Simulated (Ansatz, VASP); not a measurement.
Two plane-wave programs on Al3Rh2

```
Al Rh
1.0
     4.17458    0.00000    0.00000
    -2.08729    3.61529    0.00000
     0.00000    0.00000    7.81764
Al Rh
3 2
Direct
  0.00000 0.00000 0.17060
  0.00000 0.00000 0.82940
  0.00000 0.00000 0.50000
  0.33333 0.66667 0.00000
  0.66667 0.33333 0.00000
```

Alike in both runs: functional PBE; k mesh 6 × 6 × 4; occupations gaussian, width 0.1 eV; no spin polarisation.

Ansatz relaxed the structure, and its values are those at the end. VASP's run is a single point on that final structure, the one shown.

|  | VASP | Ansatz |
| --- | --- | --- |
| version | VASP 6.6.1 | Ansatz 0.2.0 |
| potentials or method | VASP PAW PBE potentials, release 64 (Al, Rh_pv), cutoff 520 eV | scalar-relativistic, plane waves, PAW |
| valence electrons in the cell | 39 | 43 |

VASP gave:

* gap on the k mesh at the Fermi level (eV): none
* pressure (GPa): 0.0
* rms of the force components (eV/Å): 0.008

Problem. Estimate Ansatz's values.

Solution. gap on the k mesh at the Fermi level (eV): none; pressure (GPa): 0.1; rms of the force components (eV/Å): 0.010.

A gap of «none» marks a metal or a gap that the smearing closes. With one functional, cell and mesh, what is left measures potentials, basis and numerics. VASP's potentials hold 39 valence electrons a cell and Ansatz's 43, so a difference there can come from the potentials and not from the codes.
